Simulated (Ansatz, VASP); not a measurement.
## SiC in VASP and in Ansatz

INCAR

```
PREC = Accurate
ENCUT = 600
EDIFF = 1E-7
ISMEAR = -1
SIGMA = 0.05
LREAL = F
LASPH = T
NELM = 120
ALGO = Normal
ISIF = 3
LWAVE = F
LCHARG = F
GGA = PE
IBRION = 2
NSW = 80
EDIFFG = -0.01
GGA_COMPAT = F
NELMIN = 4
```

KPOINTS

```
regular mesh
0
Gamma
  10 10 10
```

POSCAR

```
SiC
1.0
    0.0000000000      2.1790000000      2.1790000000
    2.1790000000      0.0000000000      2.1790000000
    2.1790000000      2.1790000000      0.0000000000
Si C
1 1
Direct
    0.0000000000      0.0000000000      0.0000000000
    0.7500000000      0.7500000000      0.7500000000
```

input.yaml

```yaml
crystal:
  lattice:
    - [0.0, 2.179, 2.179]
    - [2.179, 0.0, 2.179]
    - [2.179, 2.179, 0.0]
  atoms:
    - { symbol: Si, position: [0.0, 0.0, 0.0] }
    - { symbol: C, position: [0.75, 0.75, 0.75] }
kpoints:
  mp_grid: { grid: [10, 10, 10] }
scf:
  occupations: { method: fermi_dirac, width: 0.05 }
hamiltonian:
  xc: pbe
  pseudopotentials: { kind: all_electron, lapw: { basis_error: 0.001 } }
output:
  forces: true
  stress: true
relax:
  f_tol: 0.01
  max_steps: 60
  cell: {}
```

Alike in both runs: task relaxation of cell and atoms; functional PBE; k mesh 10 × 10 × 10; occupations fermi-dirac, width 0.05 eV; no spin polarisation.

```csv
,VASP,Ansatz
version,VASP 6.6.1,Ansatz 0.2.0
potentials or method,"VASP PAW PBE potentials, release 64 (Si, C), cutoff 600 eV","all-electron LAPW, scalar-relativistic"
```

|  | VASP | Ansatz | Ansatz less VASP |
| --- | --- | --- | --- |
| relaxed volume (Å³/atom) | 10.49 | 10.50 | +0.008 |
| relaxed cell length with the largest relative difference (Å) | 3.096 | 3.097 | +0.0008 |

Ansatz ran all-electron here, and VASP with PAW potentials.
